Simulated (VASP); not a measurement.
# Se (P3_121) in VASP: a series of runs, part 2 of 2

VASP 6.6.1.

**3. Single point, RPBE (60.70 Å³/atom)**

This run uses another cell than the first one, of 60.70 Å³/atom.

INCAR reads:

```
SYSTEM = Se
PREC     = Accurate       ! precision mode
ENCUT    = 520            ! plane-wave cutoff, eV
EDIFF    = 1E-7           ! SCF threshold, eV
ISMEAR   = -1             ! smearing method
SIGMA    = 0.05           ! smearing width, eV
LREAL    = .FALSE.        ! projectors in reciprocal space
LASPH    = .TRUE.         ! aspherical terms in the spheres
NELM     = 100            ! most SCF steps
ALGO     = Normal         ! electronic algorithm
ISIF     = 2              ! what is computed and relaxed
LWAVE    = .FALSE.        ! write WAVECAR
LCHARG   = .TRUE.         ! write CHGCAR
GGA      = RP             ! functional
LELF     = .TRUE.         ! ELF
LVHAR    = .TRUE.       
NBANDS   = 16             ! bands
```

KPOINTS reads:

```
regular mesh
0
G
  6 6 6
  0 0 0
```

POSCAR reads:

```
Se
1.0
    6.3639587265      0.0000000000      0.0000000000
   -3.1819793633      5.5113499257      0.0000000000
    0.0000000000      0.0000000000      5.1922524328
Se
3
Direct
    0.1596740353      0.0000000000      0.3333333333
    1.0000000000      0.1596740353      0.6666666667
    0.8403259647      0.8403259647      0.0000000000
```

Potentials or basis: VASP PAW PBE potentials, release 64 (Se).

Run with:

```sh
cat potpaw_PBE.64/Se/POTCAR > POTCAR
mpirun -np 1 vasp_std > vasp.out
```

OUTCAR:

```text
SYSTEM = Se
   PREC = Accurate
   ENCUT = 520
   EDIFF = 1E-7
   ISMEAR = -1
   LREAL = .FALSE.
   LASPH = .TRUE.
   NELM = 100
   ISIF = 2
   GGA = RP

 ion  position               nearest neighbor table
   1  0.160  0.000  0.333-   3 2.47   2 2.47
   2  0.000  0.160  0.667-   3 2.47   1 2.47
   3  0.840  0.840  0.000-   2 2.47   1 2.47

  LATTYP: Found a hexagonal cell.
 ALAT       =     6.3639587265
 C/A-ratio  =     0.8158840520

  Lattice vectors:

 A1 = (   6.3639587265,   0.0000000000,   0.0000000000)
 A2 = (  -3.1819793633,   5.5113499257,   0.0000000000)
 A3 = (   0.0000000000,   0.0000000000,   5.1922524328)

Analysis of symmetry for initial positions (statically):
=====================================================================
 Subroutine PRICEL returns:
 Original cell was already a primitive cell.

 Routine SETGRP: Setting up the symmetry group for a
 hexagonal supercell.

 Subroutine GETGRP returns: Found  6 space group operations
 (whereof  2 operations were pure point group operations)
 out of a pool of 24 trial point group operations.

[... 167 lines left out ...]

 val. band max:       -2.3090791076   @ k =   0.3333   0.3333   0.3333
 cond. band min:      -0.7404558035   @ k =   0.3333   0.3333   0.5000
 fundamental gap:      1.5686233041
 Fermi energy:        -1.4936696089

 k-point     1 :       0.0000    0.0000    0.0000
  band No.  band energies     occupation
      1     -16.3214      2.00000
      2     -13.2706      2.00000
      3     -13.2706      2.00000
      4      -5.6775      2.00000
      5      -5.6775      2.00000
      6      -4.4820      2.00000
[... 433 lines left out ...]
      3     -12.1059      2.00000
      4      -6.2516      2.00000
      5      -5.5828      2.00000
      6      -4.9184      2.00000
[... 8 lines left out ...]
     15       5.0034      0.00000
     16       5.4283      0.00000

 [... further k-points ...]

------------------------ aborting loop because EDIFF is reached ----------------------------------------

  FORCE on cell =-STRESS in cart. coord.  units (eV):
  Direction    XX          YY          ZZ          XY          YZ          ZX
  --------------------------------------------------------------------------------------
  -------------------------------------------------------------------------------------
  Total       -1.6895482     -1.6895482     -3.4220719      0.0000000     -0.0000000      0.0000000
  in kB      -14.8641487    -14.8641487    -30.1063824      0.0000000     -0.0000000      0.0000000
  external PRESSURE =     -19.9448933 kB  Pullay stress =       0.0000000 kB

 VOLUME and BASIS-vectors are now :
 -----------------------------------------------------------------------------
  energy-cutoff  :      520.00
  volume of cell :      182.11
      direct lattice vectors                 reciprocal lattice vectors
     6.363958726  0.000000000  0.000000000     0.157134897  0.090721875  0.000000000
    -3.181979363  5.511349926  0.000000000     0.000000000  0.181443750  0.000000000
     0.000000000  0.000000000  5.192252433     0.000000000  0.000000000  0.192594642

 POSITION                                       TOTAL-FORCE (eV/Angst)
 -----------------------------------------------------------------------------------
      1.01616      0.00000      1.73075        -1.066316      0.000000      0.000000
     -0.50808      0.88002      3.46150         0.533158     -0.923457     -0.000000
      2.67390      4.63133      0.00000         0.533158      0.923457     -0.000000
 -----------------------------------------------------------------------------------
    total drift:                               -0.000001     -0.000002      0.000000

  FREE ENERGIE OF THE ION-ELECTRON SYSTEM (eV)
  ---------------------------------------------------
  free  energy   TOTEN  =        -9.7059280949 eV

  energy  without entropy=       -9.7059280136  energy(sigma->0) =       -9.70592805
```

OSZICAR:

```text
N       E                     dE             d eps       ncg     rms          rms(c)
DAV:   1     0.944520945355E+02    0.94452E+02   -0.60629E+03  1088   0.835E+02
DAV:   2    -0.219192969769E-02   -0.94454E+02   -0.89781E+02  1480   0.142E+02
DAV:   3    -0.971332492283E+01   -0.97111E+01   -0.96710E+01  1208   0.527E+01
DAV:   4    -0.984273307100E+01   -0.12941E+00   -0.12936E+00  1464   0.732E+00
DAV:   5    -0.984415386110E+01   -0.14208E-02   -0.14208E-02  1304   0.754E-01    0.555E+00
DAV:   6    -0.974832934219E+01    0.95825E-01   -0.54410E-02  1352   0.135E+00    0.336E+00
DAV:   7    -0.970649151846E+01    0.41838E-01   -0.11493E-01  1320   0.194E+00    0.217E-01
DAV:   8    -0.970607631233E+01    0.41521E-03   -0.94984E-03  1424   0.567E-01    0.104E-01
DAV:   9    -0.970597355768E+01    0.10275E-03   -0.66455E-04  1160   0.184E-01    0.378E-02
DAV:  10    -0.970593070769E+01    0.42850E-04   -0.15840E-04  1408   0.902E-02    0.107E-02
DAV:  11    -0.970592817323E+01    0.25345E-05   -0.12577E-05  1232   0.273E-02    0.417E-03
DAV:  12    -0.970592800102E+01    0.17221E-06   -0.17070E-06  1456   0.989E-03    0.939E-04
DAV:  13    -0.970592809490E+01   -0.93883E-07   -0.99023E-08   984   0.213E-03
   1 F= -.97059281E+01 E0= -.97059281E+01  d E =-.812717E-07
```

stdout:

```text
POSCAR found type information on POSCAR Se
 POSCAR found :  1 types and       3 ions
 scaLAPACK will be used
 -----------------------------------------------------------------------------
|                                                                             |
|                                                                             |
|     You enforced a specific xc type in the INCAR file but a different       |
|     I HOPE YOU KNOW WHAT YOU ARE DOING!                                     |
|                                                                             |
 -----------------------------------------------------------------------------

 LDA part: xc-table for (Slater+PW92), standard interpolation
 POSCAR, INCAR and KPOINTS ok, starting setup
 FFT: planning ... GRIDC
 FFT: planning ... GRID_SOFT
 FFT: planning ... GRID
 WAVECAR not read
 entering main loop
```

Run time: 61 s. Hardware: 1 thread of Intel Xeon Platinum 8259CL at 2.50GHz (Skylake/Cascade Lake), shared host; peak memory 0.33 GiB.

What came out:

| Quantity | Value |
| --- | --- |
| Free energy | -9.7059 eV |
| Pressure | -2.0 GPa |
| Largest force | 1.066 eV/Å |
| Band gap on the k mesh | 1.57 eV (least direct gap 1.68 eV) |

Forces on the atoms (eV/Å):
```
Se  -1.066  0.000  0.000
Se   0.533 -0.923  0.000
Se   0.533  0.923  0.000
```

Levels at points of the mesh, in eV from the valence-band top:
```csv
k point,band 7,band 8,band 9,band 10,band 11,band 12
"(0.00, 0.00, 0.00)",-1.38,-1.38,-0.08,2.55,2.55,3.11
"(0.50, 0.00, 0.00)",-1.47,-1.42,-0.12,2.52,2.58,3.29
"(0.00, 0.00, 0.50)",-0.27,-0.27,-0.22,1.67,2.36,2.36
"(0.50, 0.00, 0.50)",-0.24,-0.21,-0.09,1.60,2.59,2.77
```

Caveat: the PAW data sets were made with another functional, which shifts forces and pressure a little; this functional lacks dispersion, which binds layers or chains, so the pressure and a relaxed spacing across them are unreliable. A k mesh can miss the band edges.
